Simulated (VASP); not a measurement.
# SnO (P4/nmm) in VASP: notebook

Runs on SnO. Level: LDA. Tasks: single point.

All numbers are computed with VASP 6.6.1; they aren't measurements. Logs are shortened: lines on timing, memory, paths and dates and some standing lists are left out, and cuts for length are marked.

## (1) The cell of the first run

The structure is tetragonal, space group P4/nmm (No. 129). Conventional cell: a = 3.653 Å, b = 3.653 Å, c = 4.773 Å, α = 90.00°, β = 90.00°, γ = 90.00°. Within 2.9 Å of Sn (site symmetry 4mm) lie 4 O at 2.17 Å. O (site symmetry -4m2) has 4 Sn at 2.17 Å and 4 O at 2.58 Å within 2.9 Å.

## (2) Single point, LDA

The input, INCAR:

```
PREC = Accurate
ENCUT = 520
EDIFF = 1E-6
ISMEAR = 0
SIGMA = 0.15
LREAL = False
LASPH = True
NELM = 100
ALGO = Normal
ISIF = 2
LWAVE = False
LCHARG = False
NBANDS = 28
```

The input, KPOINTS:

```
Automatic mesh
0
Gamma
  10 10 8
```

The input, POSCAR:

```
SnO
1.0
    3.6528000000      0.0000000000      0.0000000000
    0.0000000000      3.6528000000      0.0000000000
    0.0000000000      0.0000000000      4.7726000000
Sn O
2 2
Direct
    0.0000000000      0.5000000000      0.2455950842
    0.5000000000      0.0000000000      0.7544049158
    0.0000000000      0.0000000000      0.0000000000
    0.5000000000      0.5000000000      0.0000000000
```

Potentials or basis: VASP PAW LDA potentials, release 64 (Sn_d, O).

Command:

```sh
cat potpaw_LDA.64/Sn_d/POTCAR potpaw_LDA.64/O/POTCAR > POTCAR
mpirun -np 1 vasp_std > vasp.out
```

OUTCAR:

```text
PREC = Accurate
   ENCUT = 520
   EDIFF = 1E-6
   ISMEAR = 0
   LREAL = False
   LASPH = True
   NELM = 100
   ISIF = 2

 ion  position               nearest neighbor table
   1  0.000  0.500  0.246-   3 2.17   4 2.17   3 2.17   4 2.17   2 3.49   2 3.49   2 3.49   2 3.49
                             2 3.55   2 3.55   2 3.55   2 3.55
   2  0.500  0.000  0.754-   3 2.17   4 2.17   4 2.17   3 2.17   1 3.49   1 3.49   1 3.49   1 3.49
                             1 3.55   1 3.55   1 3.55   1 3.55
   3  0.000  0.000  0.000-   1 2.17   2 2.17   1 2.17   2 2.17
   4  0.500  0.500  0.000-   1 2.17   2 2.17   2 2.17   1 2.17

  LATTYP: Found a simple tetragonal cell.
 ALAT       =     3.6528000000
 C/A-ratio  =     1.3065593517

  Lattice vectors:

 A1 = (   3.6528000000,   0.0000000000,   0.0000000000)
 A2 = (   0.0000000000,   3.6528000000,   0.0000000000)
 A3 = (   0.0000000000,   0.0000000000,   4.7726000000)

Analysis of symmetry for initial positions (statically):
=====================================================================
 Subroutine PRICEL returns:
 Original cell was already a primitive cell.

 Routine SETGRP: Setting up the symmetry group for a
 simple tetragonal supercell.

 Subroutine GETGRP returns: Found 16 space group operations
 (whereof  8 operations were pure point group operations)
 out of a pool of 16 trial point group operations.

The static configuration has the point symmetry D_2d.
 The point group associated with its full space group is D_4h.

Analysis of symmetry for dynamics (positions and initial velocities):
=====================================================================
 Subroutine PRICEL returns:
 Original cell was already a primitive cell.

 Routine SETGRP: Setting up the symmetry group for a
 simple tetragonal supercell.

 Subroutine GETGRP returns: Found 16 space group operations
 (whereof  8 operations were pure point group operations)
 out of a pool of 16 trial point group operations.

The dynamic configuration has the point symmetry D_2d.
 The point group associated with its full space group is D_4h.

 Subroutine INISYM returns: Found 16 space group operations
 (whereof  8 operations are pure point group operations),
 and found     1 'primitive' translations

----------------------------------------------------------------------------------------

                                     Primitive cell

  volume of cell :      63.6806

  direct lattice vectors                    reciprocal lattice vectors
[... 91 lines left out ...]
   EDIFF  = 0.1E-05   stopping-criterion for ELM
   LREAL  =      F    real-space projection
   EDIFFG = 0.1E-04   stopping-criterion for IOM
   NSW    =      0    number of steps for IOM
   IBRION =     -1    ionic relax: 0-MD 1-quasi-New 2-CG
   NFREE  =      0    steps in history (QN), initial steepest desc. (CG)
   ISIF   =      2    stress and relaxation
   ISYM   =      2    0-nonsym 1-usesym 2-fastsym
   POTIM  = 0.5000    time-step for ionic-motion
   TEBEG  =    0.0;   TEEND  =   0.0 temperature during run
   PSTRESS=    0.0 pullay stress
   NELECT =      40.0000    total number of electrons
   NUPDOWN=      -1.0000    fix difference up-down
   EMIN   =  10.00;   EMAX   =-10.00  energy-range for DOS
   EFERMI =   0.00;   METHOD = LEGACY
   ISMEAR =     0;   SIGMA  =   0.15  broadening in eV -4-tet -1-fermi 0-gaus
   EFERMI_NEDOS =   21; number of points for ismear=-14 and -15
   IALGO  =     38    algorithm
   IMIX   =      4    mixing-type and parameters
     AMIX     =   0.40;   BMIX     =  1.00
     AMIX_MAG =   1.60;   BMIX_MAG =  1.00
  volume/ion in A,a.u.               =      15.92       107.43
  Fermi-wavevector in a.u.,A,eV,Ry     =   1.402036  2.649464 26.745046  1.965705
  Thomas-Fermi vector in A             =   2.524838
   LORBIT       =      0    0 simple, 1 ext, 2 COOP (PROOUT), +10 PAW based schemes
   GGA     = CA    functional components
   LHFCALC =     F    Hartree Fock is set to
   AEXX    =    0.0000 exact exchange contribution
   IVDW    =     0    specifies the selected vdW correction
   LEPSILON=     F    determine dielectric tensor
   LRPA    =     F    only Hartree local field effects (RPA)
 non-spin polarized calculation
 Gauss-broadening in eV      SIGMA  =   0.15
  energy-cutoff  :      520.00
  volume of cell :       63.68
 maximum number of plane-waves:      1734
 NGX is ok and might be reduce to    28
   NGX = 13   NGY = 13   NGZ = 17

 number of electron      39.9999979 magnetization

 Free energy of the ion-electron system (eV)
  ---------------------------------------------------
  ext. energy  EPLUGINS =         0.00000000
  ---------------------------------------------------
  free energy    TOTEN  =       -25.64408726 eV

  energy without entropy =      -25.63984990  energy(sigma->0) =      -25.64196858

 E-fermi :   8.3594     XC(G=0): -11.1665

 val. band max:        8.3392753101   @ k =   0.0000   0.0000   0.1250
 cond. band min:       8.3895723530   @ k =   0.5000   0.4000   0.0000
 fundamental gap:      0.0502970428
 Fermi energy:         8.3593641025

 k-point     1 :       0.0000    0.0000    0.0000
  band No.  band energies     occupation
      1     -14.0473      2.00000
      2     -13.5049      2.00000
      3     -13.4949      2.00000
      4     -13.4949      2.00000
      5     -13.4174      2.00000
      6     -13.4116      2.00000
[... 733 lines left out ...]
     27      15.4031      0.00000
     28      18.0472      0.00000

 [... further k-points ...]

------------------------ aborting loop because EDIFF is reached ----------------------------------------

  FORCE on cell =-STRESS in cart. coord.  units (eV):
  Direction    XX          YY          ZZ          XY          YZ          ZX
  --------------------------------------------------------------------------------------
  -------------------------------------------------------------------------------------
  Total        3.0240273      3.0240273      0.7047699      0.0000000     -0.0000000      0.0000000
  in kB       76.0833222     76.0833222     17.7317307      0.0000000     -0.0000000      0.0000000
  external PRESSURE =      56.6327917 kB  Pullay stress =       0.0000000 kB

 VOLUME and BASIS-vectors are now :
 -----------------------------------------------------------------------------
  energy-cutoff  :      520.00
  volume of cell :       63.68
      direct lattice vectors                 reciprocal lattice vectors
     3.652800000  0.000000000  0.000000000     0.273762593  0.000000000  0.000000000
     0.000000000  3.652800000  0.000000000     0.000000000  0.273762593  0.000000000
     0.000000000  0.000000000  4.772600000     0.000000000  0.000000000  0.209529397

 POSITION                                       TOTAL-FORCE (eV/Angst)
 -----------------------------------------------------------------------------------
      0.00000      1.82640      1.17213         0.000000      0.000000      0.456475
      1.82640      0.00000      3.60047        -0.000000      0.000000     -0.456475
      0.00000      0.00000      0.00000        -0.000000     -0.000000      0.000000
      1.82640      1.82640      0.00000         0.000000      0.000000      0.000000
 -----------------------------------------------------------------------------------
    total drift:                                0.000000      0.000000      0.000000

  FREE ENERGIE OF THE ION-ELECTRON SYSTEM (eV)
  ---------------------------------------------------
  free  energy   TOTEN  =       -25.6440872580 eV

  energy  without entropy=      -25.6398499040  energy(sigma->0) =      -25.64196858
```

stdout:

```text
POSCAR found type information on POSCAR SnO
 POSCAR found :  2 types and       4 ions
 scaLAPACK will be used
 LDA part: xc-table for (Slater(with rela. corr.)+CA(PZ))
 , standard interpolation
 POSCAR, INCAR and KPOINTS ok, starting setup
 FFT: planning ... GRIDC
 FFT: planning ... GRID_SOFT
 FFT: planning ... GRID
 WAVECAR not read
 entering main loop
```

It took 69 s on 1 thread of AMD EPYC 9R45 (Zen 5), shared host; peak memory 0.23 GiB.

Results:

| Item | Value |
| --- | --- |
| Free energy | -25.6441 eV |
| Pressure | 5.7 GPa |
| Largest force | 0.456 eV/Å |
| Band gap on the k mesh | zero (band 20 reaches 8.50 eV, above the bottom of band 21 at 7.85 eV) |

Forces in eV/Å, atoms in the order of the input:
```
Sn   0.000  0.000  0.456
Sn   0.000  0.000 -0.456
O    0.000  0.000  0.000
O    0.000  0.000  0.000
```

Caveat: spin-orbit coupling is left out, which moves the levels of the heavy elements.

## (3) Single point, LDA

This run uses another cell than the first one, of 16.02 Å³/atom, 1.006 times its volume.

The input, INCAR:

```
  PREC = Accurate
  ENCUT = 520
  EDIFF = 1E-7
  ISMEAR = 0
  SIGMA = 0.15
  LREAL = False
  LASPH = True
  NELM = 60
  ALGO = Normal
  ISIF = 2
  LWAVE = False
  LCHARG = True
  GGA = CA
  LELF = True
  LVHAR = True
  NBANDS = 28
```

The input, KPOINTS:

```
regular mesh
0
Gamma
  10 10 8
```

The input, POSCAR:

```
SnO
1.0
    3.7093000000      0.0000000000      0.0000000000
    0.0000000000      3.7093000000      0.0000000000
    0.0000000000      0.0000000000      4.6562290729
Sn O
2 2
Direct
    0.0000000000      0.5000000000      0.2455950842
    0.5000000000      0.0000000000      0.7544049158
    0.0000000000      0.0000000000      0.0000000000
    0.5000000000      0.5000000000      0.0000000000
```

Potentials or basis: VASP PAW LDA potentials, release 64 (Sn_d, O).

Command:

```sh
cat potpaw_LDA.64/Sn_d/POTCAR potpaw_LDA.64/O/POTCAR > POTCAR
mpirun -np 1 vasp_std > vasp.out
```

It took 78 s on 1 thread of AMD EPYC 9R45 (Zen 5), shared host; peak memory 0.23 GiB.

Results (log left out):

```
Free energy            : -25.6975 eV
Pressure               : 4.3 GPa
Largest force          : 0.548 eV/Å
Band gap on the k mesh : zero (band 20 reaches 8.21 eV, above the bottom of band 21 at 7.80 eV)
```

Forces on the atoms (eV/Å):
```
Sn   0.000  0.000  0.548
Sn   0.000  0.000 -0.548
O    0.000  0.000  0.000
O    0.000  0.000  0.000
```

Stress tensor (GPa, compression positive):
```
4.93 0.00 0.00
0.00 4.93 0.00
0.00 0.00 2.95
```

Levels at points of the mesh, in eV from the Fermi level:
| k point | band 16 | band 17 | band 18 | band 19 | band 20 | band 21 | band 22 | band 23 | band 24 | band 25 |
| --- | --- | --- | --- | --- | --- | --- | --- | --- | --- | --- |
| (0.00, 0.00, 0.00) | -7.01 | -3.99 | -3.61 | -3.61 | 0.00 | 2.31 | 4.45 | 4.48 | 4.48 | 5.75 |
| (0.50, 0.00, 0.00) | -5.67 | -5.45 | -5.45 | -3.22 | -3.22 | 3.29 | 3.29 | 5.89 | 5.89 | 6.22 |
| (0.50, 0.50, 0.00) | -5.82 | -2.90 | -2.90 | -2.12 | -2.12 | -0.40 | -0.40 | 4.23 | 4.23 | 7.57 |
| (0.00, 0.00, 0.50) | -4.07 | -3.63 | -3.63 | -2.82 | -2.67 | 1.50 | 2.54 | 2.54 | 3.60 | 7.92 |
| (0.50, 0.00, 0.50) | -6.17 | -5.40 | -5.40 | -2.06 | -2.06 | 2.65 | 2.65 | 5.28 | 5.28 | 6.88 |
| (0.50, 0.50, 0.50) | -6.40 | -3.11 | -3.11 | -2.91 | -2.91 | 2.04 | 2.04 | 4.24 | 4.24 | 5.70 |

Caveat: spin-orbit coupling is left out, which moves the levels of the heavy elements.

## (4) Single point, LDA

This run uses another cell than the first one, of 16.16 Å³/atom, 1.015 times its volume.

The input, INCAR:

```
SYSTEM = SnO
PREC = Accurate
ENCUT = 520
EDIFF = 1E-6
ISMEAR = 0
SIGMA = 0.15
LREAL = .FALSE.
LASPH = .TRUE.
NELM = 100
ALGO = Normal
ISIF = 2
LWAVE = .FALSE.
LCHARG = .FALSE.
GGA = CA
NBANDS = 28
```

The input, KPOINTS:

```
regular mesh
0
G
  10 10 8
  0 0 0
```

The input, POSCAR:

```
SnO
1.0
    3.8222000000      0.0000000000      0.0000000000
    0.0000000000      3.8222000000      0.0000000000
    0.0000000000      0.0000000000      4.4234000000
Sn O
2 2
Direct
    0.0000000000      0.5000000000      0.2455950842
    0.5000000000      0.0000000000      0.7544049158
    0.0000000000      0.0000000000      0.0000000000
    0.5000000000      0.5000000000      0.0000000000
```

Command:

```sh
cat potpaw_LDA.64/Sn_d/POTCAR potpaw_LDA.64/O/POTCAR > POTCAR
mpirun -np 1 vasp_std > vasp.out
```

Wall time 67 s (1 thread of AMD EPYC 9R45 (Zen 5), shared host); peak memory 0.23 GiB.

The run converged. Its results:

| Item | Value |
| --- | --- |
| Free energy | -25.6790 eV |
| Pressure | 1.8 GPa |
| Largest force | 0.649 eV/Å |

Forces in eV/Å, atoms in the order of the input:
```
Sn   0.000  0.000  0.649
Sn   0.000  0.000 -0.649
O    0.000  0.000  0.000
O    0.000  0.000  0.000
```

Stress tensor (GPa, compression positive):
```
0.31 0.00 0.00
0.00 0.31 0.00
0.00 0.00 4.74
```

Levels at points of the mesh, in eV from the Fermi level:
```
           k point  band 17  band 18  band 19  band 20  band 21  band 22  band 23  band 24
(0.00, 0.00, 0.00)    -3.59    -3.55    -3.55    -0.27     2.24     4.57     4.57     5.09
(0.50, 0.00, 0.00)    -5.09    -5.09    -2.68    -2.68     3.66     3.66     5.88     5.88
(0.50, 0.50, 0.00)    -2.83    -2.83    -1.67    -1.67    -0.07    -0.07     4.93     4.93
(0.00, 0.00, 0.50)    -3.56    -3.56    -2.49    -1.81     1.17     2.57     2.57     3.20
(0.50, 0.00, 0.50)    -5.18    -5.18    -1.58    -1.58     3.02     3.02     5.17     5.17
(0.50, 0.50, 0.50)    -2.91    -2.91    -2.83    -2.83     2.58     2.58     4.79     4.79
```

Caveat: spin-orbit coupling is left out, which moves the levels of the heavy elements.

## (5) Overview

```csv
cell,gap on the mesh (eV),pressure (GPa),largest force (eV/Å)
"a = 3.653, b = 3.653, c = 4.773 Å, 4 atoms",none,5.7,0.46
"a = 3.709, b = 3.709, c = 4.656 Å, 4 atoms",none,4.3,0.55
"a = 3.822, b = 3.822, c = 4.423 Å, 4 atoms",-,1.8,0.65
```

Alike in all rows: task single point; level LDA; potentials or basis VASP PAW LDA potentials, release 64 (Sn_d, O); no spin polarisation; k mesh 10 × 10 × 8; cutoff (eV) 520; smearing gaussian 0.15 eV.

Caveats: spin-orbit coupling is left out, which moves the levels of the heavy elements.

Total energies depend on the potentials used, so only differences within one code and one set of settings carry meaning.
